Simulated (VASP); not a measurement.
Here is a VASP 6.6.1 calculation.

INCAR

```
PREC = Accurate ; ENCUT = 520
EDIFF = 1E-6 ; ISMEAR = 0
SIGMA = 0.15 ; LREAL = F
LASPH = T ; NELM = 80
ALGO = Normal ; ISIF = 2
LWAVE = F ; LCHARG = F
GGA = PS ; NBANDS = 66
KPAR = 4
```

KPOINTS

```
regular mesh
0
Gamma
  10 6 6
```

File POSCAR:

```
Ge
1.0
   -3.9969482473      0.0000000000      0.0000000000
    0.0000000000      0.0000000000     -6.5963325278
    0.0000000000     -6.9229174395      0.0000000000
Ge
8
Direct
    0.0825629905      0.9370884642      0.3810010981
    0.5825629905      0.9370884642      0.8810010981
    0.4174370095      0.4370884642      0.1189989019
    0.9174370095      0.4370884642      0.6189989019
   -0.0825629905      0.5629115358      0.2856655685
    0.4174370095      0.5629115358      0.7856655685
    0.5825629905      0.0629115358      0.2143344315
    1.0825629905      0.0629115358      0.7143344315
```

Potentials or basis: VASP PAW PBE potentials, release 64 (Ge_d).

The run is started by

```sh
$ cat potpaw_PBE.64/Ge_d/POTCAR > POTCAR
$ mpirun -np 4 vasp_std > vasp.out
```

(1) What does it give for the band gap on the k mesh?

(2) Estimate the largest force.

(3) What does it give for the pressure?

Answers

(1) zero (band 56 reaches 5.16 eV, above the bottom of band 57 at 4.71 eV).

(2) 0.756 eV/Å.

(3) -1.4 GPa.

Caveat: the cell differs from its parent crystal (mode 4 frozen in at -0.330 Å and mode 5 at -0.330 Å (largest displacements)); the PAW data sets were made with another functional, which shifts forces and pressure a little.
